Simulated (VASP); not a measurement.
Wanted: the native input for a VASP 6.6.1 run.

```
Task                   : single point
Functional             : PBE
Potentials or basis    : VASP PAW PBE potentials, release 64 (Sr_sv, Be, Te)
Cutoff                 : 520 eV
k mesh                 : 6 × 6 × 2
Occupations            : gaussian, width 0.1 eV
Spin                   : no spin polarisation
Dipole correction      : no
Further INCAR settings : ALGO = Normal; EDIFF = 1e-07; NBANDS = 29
```

The structure of Sr2BeTe3 lies in POSCAR:

```
Sr2BeTe3
1.0
    4.7644881100      0.0000000000      0.0000000000
   -2.3822440500      4.1261677400      0.0000000000
    0.0000000000      0.0000000000     12.8920591500
Sr Be Te
2 1 3
Direct
    0.3333333300      0.6666666700      0.4769883700
    0.6666666700      0.3333333300      0.8647946600
    0.0000000000      0.0000000000      0.1830441600
    0.0000000000      0.0000000000      0.0000000000
    0.3333333300      0.6666666700      0.2243874300
    0.6666666700      0.3333333300      0.6121937100
```

One way to write it, as run:

INCAR

```
  ALGO = Normal
  EDIFF = 1E-7
  ENCUT = 520
  GGA = PE
  ISIF = 2
  ISMEAR = 0
  LASPH = True
  LCHARG = False
  LREAL = False
  LWAVE = False
  NBANDS = 29
  NELM = 100
  PREC = Accurate
  SIGMA = 0.1
```

KPOINTS

```
k-points
0
Gamma
  6 6 2
```

Potentials or basis: VASP PAW PBE potentials, release 64 (Sr_sv, Be, Te).

Run with:

```console
$ cat potpaw_PBE.64/Sr_sv/POTCAR potpaw_PBE.64/Be/POTCAR potpaw_PBE.64/Te/POTCAR > POTCAR
$ mpirun -np 1 vasp_std > vasp.out
```

Results of the run:

| Quantity | Value |
| --- | --- |
| Pressure | -1.4 GPa |
| Largest force | 1.043 eV/Å |
| Band gap on the k mesh | 1.11 eV |

Caveat: spin-orbit coupling is left out, which moves the levels of the heavy elements; forces of over 1 eV/Å act on the atoms, so gaps and moduli don't describe the material at rest.

Wall time 3.6 min on 1 thread of Oxide Virtual Turin-like Processor, with other jobs on the host, peak memory 0.35 GiB.
